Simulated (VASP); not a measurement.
# N (P4_332) in VASP: single point with PBE

Aim: the single point of N with PBE.

Program: VASP 6.6.1. These are calculated values, not measurements. Logs are shortened: lines on timing, memory, paths and dates and some standing lists are left out, and cuts for length are marked.

### 1 The cell of the first run

Symmetry: P4_332, No. 212, cubic system. Conventional cell: a = 3.132 Å, b = 3.132 Å, c = 3.132 Å, α = 90.00°, β = 90.00°, γ = 90.00°. Within 2.5 Å of N (site symmetry 32) lie 6 N at 1.92 Å.

### 2 Single point, PBE

Input file INCAR:

```
SYSTEM = N
PREC = Accurate
ENCUT = 520
EDIFF = 1E-6
ISMEAR = 0
SIGMA = 0.1
LREAL = .False.
LASPH = .True.
NELM = 80
ALGO = Normal
ISIF = 2
LWAVE = .False.
LCHARG = .False.
GGA = PE
NBANDS = 18
```

Input file KPOINTS:

```
Automatic mesh
0
Gamma
  8 8 8
  0 0 0
```

Input file POSCAR:

```
N
1.0
    3.1315443698      0.0000000000      0.0000000000
    0.0000000000      3.1315443698      0.0000000000
    0.0000000000      0.0000000000      3.1315443698
N
4
Direct
    0.1249971267      0.1249971267      0.1249971267
    0.3750028733      0.8750028733      0.6249971267
    0.6249971267      0.3750028733      0.8750028733
    0.8750028733      0.6249971267      0.3750028733
```

Potentials or basis: VASP PAW PBE potentials, release 64 (N).

Launch:

```console
$ cat potpaw_PBE.64/N/POTCAR > POTCAR
$ mpirun -np 1 vasp_std > vasp.out
```

OUTCAR:

```text
SYSTEM = N
   PREC = Accurate
   ENCUT = 520
   EDIFF = 1E-6
   ISMEAR = 0
   LREAL = .False.
   LASPH = .True.
   NELM = 80
   ISIF = 2
   GGA = PE

 ion  position               nearest neighbor table
   1  0.125  0.125  0.125-
   2  0.375  0.875  0.625-
   3  0.625  0.375  0.875-
   4  0.875  0.625  0.375-

  LATTYP: Found a simple cubic cell.
 ALAT       =     3.1315443698

  Lattice vectors:

 A1 = (   3.1315443698,   0.0000000000,   0.0000000000)
 A2 = (   0.0000000000,   3.1315443698,   0.0000000000)
 A3 = (   0.0000000000,   0.0000000000,   3.1315443698)

Analysis of symmetry for initial positions (statically):
=====================================================================
 Subroutine PRICEL returns:
 Original cell was already a primitive cell.

 Routine SETGRP: Setting up the symmetry group for a
 simple cubic supercell.

 Subroutine GETGRP returns: Found 12 space group operations
 (whereof  3 operations were pure point group operations)
 out of a pool of 48 trial point group operations.

The static configuration has the point symmetry C_3 .
 The point group associated with its full space group is T   .

Analysis of symmetry for dynamics (positions and initial velocities):
=====================================================================
 Subroutine PRICEL returns:
 Original cell was already a primitive cell.

 Routine SETGRP: Setting up the symmetry group for a
 simple cubic supercell.

 Subroutine GETGRP returns: Found 12 space group operations
 (whereof  3 operations were pure point group operations)
 out of a pool of 48 trial point group operations.

The dynamic configuration has the point symmetry C_3 .
 The point group associated with its full space group is T   .

 Subroutine INISYM returns: Found 12 space group operations
 (whereof  3 operations are pure point group operations),
 and found     1 'primitive' translations

----------------------------------------------------------------------------------------

                                     Primitive cell

  volume of cell :      30.7097

  direct lattice vectors                    reciprocal lattice vectors
     3.131544370  0.000000000  0.000000000     0.319331257  0.000000000  0.000000000
     0.000000000  3.131544370  0.000000000     0.000000000  0.319331257  0.000000000
     0.000000000  0.000000000  3.131544370     0.000000000  0.000000000  0.319331257

  length of vectors
     3.131544370  3.131544370  3.131544370     0.319331257  0.319331257  0.319331257

  position of ions in fractional coordinates (direct lattice)
     0.124997127  0.124997127  0.124997127
     0.375002873  0.875002873  0.624997127
     0.624997127  0.375002873  0.875002873
     0.875002873  0.624997127  0.375002873

  ion indices of the primitive-cell ions
   primitive index   ion index
                 1           1
                 2           2
                 3           3
                 4           4

----------------------------------------------------------------------------------------

 KPOINTS: Automatic mesh

Automatic generation of k-mesh.
 Grid dimensions read from file:
 generate k-points for:    8    8    8

 Generating k-lattice:

  Cartesian coordinates                     Fractional coordinates (reciprocal lattice)
     0.039916407  0.000000000  0.000000000     0.125000000  0.000000000  0.000000000
     0.000000000  0.039916407  0.000000000     0.000000000  0.125000000  0.000000000
     0.000000000  0.000000000  0.039916407     0.000000000  0.000000000  0.125000000

  Length of vectors
     0.039916407  0.039916407  0.039916407

  Shift w.r.t. Gamma in fractional coordinates (k-lattice)
     0.000000000  0.000000000  0.000000000

 Subroutine IBZKPT returns following result:
 ===========================================

 Found     45 irreducible k-points:

 Following reciprocal coordinates:
            Coordinates               Weight
  0.000000  0.000000  0.000000      1.000000
  0.125000  0.000000  0.000000      6.000000
  0.250000  0.000000  0.000000      6.000000
  0.375000  0.000000  0.000000      6.000000
  0.500000  0.000000  0.000000      3.000000
  0.125000  0.125000  0.000000     12.000000
[... 16 lines left out ...]
  0.250000  0.125000  0.125000     24.000000
  0.375000  0.125000  0.125000     24.000000
 [... further k-points ...]
   k-points           NKPTS =     45   k-points in BZ     NKDIM =     45   number of bands    NBANDS=     18
   number of dos      NEDOS =    301   number of ions     NIONS =      4
   total plane-waves  NPLWV =  13824
   dimension x,y,z NGX =    24 NGY =   24 NGZ =   24
   dimension x,y,z NGXF=    48 NGYF=   48 NGZF=   48
   ions per type =               4
   NGX,Y,Z   is equivalent  to a cutoff of  12.74, 12.74, 12.74 a.u.
   NGXF,Y,Z  is equivalent  to a cutoff of  25.48, 25.48, 25.48 a.u.
 SYSTEM =  N
   PREC   = accura    normal or accurate (medium, high low for compatibility)
   ISTART =      0    job   : 0-new  1-cont  2-samecut
   ICHARG =      2    charge: 1-file 2-atom 10-const
   ISPIN  =      1    spin polarized calculation?
   LNONCOLLINEAR =      F non collinear calculations
   LSORBIT =      F    spin-orbit coupling
   LASPH  =      T    aspherical Exc in radial PAW
   ENCUT  =  520.0 eV  38.22 Ry    6.18 a.u.   5.82  5.82  5.82*2*pi/ulx,y,z
   NELM   =     80;   NELMIN=  2; NELMDL= -5     # of ELM steps
   EDIFF  = 0.1E-05   stopping-criterion for ELM
   LREAL  =      F    real-space projection
   EDIFFG = 0.1E-04   stopping-criterion for IOM
   NSW    =      0    number of steps for IOM
   IBRION =     -1    ionic relax: 0-MD 1-quasi-New 2-CG
   NFREE  =      0    steps in history (QN), initial steepest desc. (CG)
   ISIF   =      2    stress and relaxation
   ISYM   =      2    0-nonsym 1-usesym 2-fastsym
   POTIM  = 0.5000    time-step for ionic-motion
   TEBEG  =    0.0;   TEEND  =   0.0 temperature during run
   PSTRESS=    0.0 pullay stress
   NELECT =      20.0000    total number of electrons
   NUPDOWN=      -1.0000    fix difference up-down
   EMIN   =  10.00;   EMAX   =-10.00  energy-range for DOS
   EFERMI =   0.00;   METHOD = LEGACY
   ISMEAR =     0;   SIGMA  =   0.10  broadening in eV -4-tet -1-fermi 0-gaus
   EFERMI_NEDOS =   21; number of points for ismear=-14 and -15
   IALGO  =     38    algorithm
   IMIX   =      4    mixing-type and parameters
     AMIX     =   0.40;   BMIX     =  1.00
     AMIX_MAG =   1.60;   BMIX_MAG =  1.00
  volume/ion in A,a.u.               =       7.68        51.81
  Fermi-wavevector in a.u.,A,eV,Ry     =   1.419034  2.681586 27.397489  2.013659
  Thomas-Fermi vector in A             =   2.540097
   LORBIT       =      0    0 simple, 1 ext, 2 COOP (PROOUT), +10 PAW based schemes
   GGA     = PE    functional components
   LHFCALC =     F    Hartree Fock is set to
   AEXX    =    0.0000 exact exchange contribution
   IVDW    =     0    specifies the selected vdW correction
   LEPSILON=     F    determine dielectric tensor
   LRPA    =     F    only Hartree local field effects (RPA)
 non-spin polarized calculation
 Gauss-broadening in eV      SIGMA  =   0.10
  energy-cutoff  :      520.00
  volume of cell :       30.71
 maximum number of plane-waves:       852
   NGX = 11   NGY = 11   NGZ = 11

 number of electron      19.9999997 magnetization

 Free energy of the ion-electron system (eV)
  ---------------------------------------------------
  ext. energy  EPLUGINS =         0.00000000
  ---------------------------------------------------
  free energy    TOTEN  =       -19.11263077 eV

  energy without entropy =      -19.10291583  energy(sigma->0) =      -19.10777330

 E-fermi :   5.5699     XC(G=0): -12.1829

 val. band max:        5.5623294220   @ k =   0.3750   0.3750   0.1250
 cond. band min:       5.5874229907   @ k =   0.5000   0.5000   0.1250
 fundamental gap:      0.0250935687
 Fermi energy:         5.5698905167

 k-point     1 :       0.0000    0.0000    0.0000
  band No.  band energies     occupation
      1     -15.4572      2.00000
      2      -6.8292      2.00000
      3      -6.8292      2.00000
      4      -6.8292      2.00000
      5       0.8846      2.00000
      6       0.8846      2.00000
[... 10 lines left out ...]
     17      20.5473      0.00000
     18      22.5981      0.00000

 k-point     2 :       0.1250    0.0000    0.0000
  band No.  band energies     occupation
      1     -15.2816      2.00000
      2      -8.2466      2.00000
      3      -6.6711      2.00000
      4      -5.6397      2.00000
      5       0.0333      2.00000
      6       0.8908      2.00000
[... 10 lines left out ...]
     17      20.4071      0.00000
     18      21.9333      0.00000

 k-point     3 :       0.2500    0.0000    0.0000
  band No.  band energies     occupation
      1     -14.7590      2.00000
      2      -9.8080      2.00000
      3      -6.2068      2.00000
      4      -4.6855      2.00000
      5      -0.2832      2.00000
      6      -0.2670      2.00000
[... 10 lines left out ...]
     17      19.9793      0.00000
     18      20.8988      0.00000

 k-point     4 :       0.3750    0.0000    0.0000
  band No.  band energies     occupation
      1     -13.9059      2.00000
      2     -11.3567      2.00000
      3      -5.4789      2.00000
      4      -4.1890      2.00000
      5      -1.2297      2.00000
      6      -0.1305      2.00000
[... 10 lines left out ...]
     17      19.5428      0.00000
     18      19.9341      0.00000

 k-point     5 :       0.5000    0.0000    0.0000
  band No.  band energies     occupation
      1     -12.7534      2.00000
      2     -12.7534      2.00000
      3      -4.6310      2.00000
      4      -4.6310      2.00000
      5      -0.9490      2.00000
      6      -0.9490      2.00000
[... 10 lines left out ...]
     17      19.4613      0.00000
     18      19.4613      0.00000

 k-point     6 :       0.1250    0.1250    0.0000
  band No.  band energies     occupation
      1     -15.1068      2.00000
      2      -8.6043      2.00000
      3      -7.0102      2.00000
      4      -5.0606      2.00000
      5      -0.2636      2.00000
      6       0.3397      2.00000
[... 10 lines left out ...]
     17      20.0845      0.00000
     18      21.9333      0.00000

 k-point     7 :       0.2500    0.1250    0.0000
  band No.  band energies     occupation
      1     -14.5879      2.00000
      2      -9.7945      2.00000
      3      -6.8056      2.00000
      4      -4.3969      2.00000
      5      -0.8624      2.00000
      6      -0.3769      2.00000
[... 10 lines left out ...]
     17      19.5467      0.00000
     18      21.1833      0.00000

 k-point     8 :      -0.1250    0.2500    0.0000
  band No.  band energies     occupation
      1     -14.5879      2.00000
      2      -9.7945      2.00000
      3      -6.8056      2.00000
      4      -4.3969      2.00000
      5      -0.8624      2.00000
      6      -0.3769      2.00000
[... 10 lines left out ...]
     17      19.5467      0.00000
     18      21.1834      0.00000
[... 229 lines left out ...]
     17      20.5343      0.00000
     18      20.5343      0.00000

 k-point    20 :      -0.3750    0.5000    0.0000
  band No.  band energies     occupation
      1     -11.6138      2.00000
      2     -11.6138      2.00000
      3      -7.6205      2.00000
      4      -7.6205      2.00000
      5       0.0027      2.00000
      6       0.0027      2.00000
[... 10 lines left out ...]
     17      20.5343      0.00000
     18      20.5343      0.00000

 k-point    21 :       0.5000    0.5000    0.0000
  band No.  band energies     occupation
      1     -11.2779      2.00000
      2     -11.2779      2.00000
      3      -8.1865      2.00000
      4      -8.1865      2.00000
      5       0.1618      2.00000
      6       0.1618      2.00000
[... 10 lines left out ...]
     17      21.3995      0.00000
     18      21.3995      0.00000

 k-point    22 :       0.1250    0.1250    0.1250
  band No.  band energies     occupation
      1     -14.9331      2.00000
      2      -8.8112      2.00000
      3      -7.2644      2.00000
      4      -4.7987      2.00000
      5      -0.2792      2.00000
      6      -0.1654      2.00000
[... 10 lines left out ...]
     17      19.7583      0.00000
     18      22.0119      0.00000

 k-point    23 :       0.2500    0.1250    0.1250
  band No.  band energies     occupation
      1     -14.4178      2.00000
      2      -9.7682      2.00000
      3      -7.1504      2.00000
      4      -4.4657      2.00000
      5      -1.2440      2.00000
      6      -0.0794      2.00000
[... 10 lines left out ...]
     17      19.3037      0.00000
     18      21.3997      0.00000

 k-point    24 :       0.3750    0.1250    0.1250
  band No.  band energies     occupation
      1     -13.5797      2.00000
      2     -11.1303      2.00000
      3      -6.4969      2.00000
      4      -4.7034      2.00000
      5      -1.6477      2.00000
      6      -0.1773      2.00000
[... 10 lines left out ...]
     17      19.2143      0.00000
     18      20.3946      0.00000

 [... further k-points ...]
[... 5 lines left out ...]
  --------------------------------------------------------------------------------------
  -------------------------------------------------------------------------------------
  Total        0.0179661      0.0179661      0.0179661     -0.0000000     -0.0000000      0.0000000
  in kB        0.9373229      0.9373229      0.9373229     -0.0000000     -0.0000000      0.0000000
  external PRESSURE =       0.9373229 kB  Pullay stress =       0.0000000 kB

 VOLUME and BASIS-vectors are now :
 -----------------------------------------------------------------------------
  energy-cutoff  :      520.00
  volume of cell :       30.71
      direct lattice vectors                 reciprocal lattice vectors
     3.131544370  0.000000000  0.000000000     0.319331257  0.000000000  0.000000000
     0.000000000  3.131544370  0.000000000     0.000000000  0.319331257  0.000000000
     0.000000000  0.000000000  3.131544370     0.000000000  0.000000000  0.319331257

 POSITION                                       TOTAL-FORCE (eV/Angst)
 -----------------------------------------------------------------------------------
      0.39143      0.39143      0.39143         0.000068      0.000068      0.000068
      1.17434      2.74011      1.95721        -0.000068     -0.000068      0.000068
      1.95721      1.17434      2.74011         0.000068     -0.000068     -0.000068
      2.74011      1.95721      1.17434        -0.000068      0.000068     -0.000068
 -----------------------------------------------------------------------------------
    total drift:                                0.000000      0.000000     -0.000000

  FREE ENERGIE OF THE ION-ELECTRON SYSTEM (eV)
  ---------------------------------------------------
  free  energy   TOTEN  =       -19.1126307737 eV

  energy  without entropy=      -19.1029158312  energy(sigma->0) =      -19.10777330
```

Wall time 9.1 s (1 thread of Intel Xeon 6975P-C (Granite Rapids), shared host); peak memory 0.13 GiB.

Results:

```yaml
Free_energy: -19.1126 eV
Pressure: 0.1 GPa
Band_gap_on_the_k_mesh: zero (band 10 reaches 8.39 eV, above the bottom of band 11 at 4.57 eV)
```
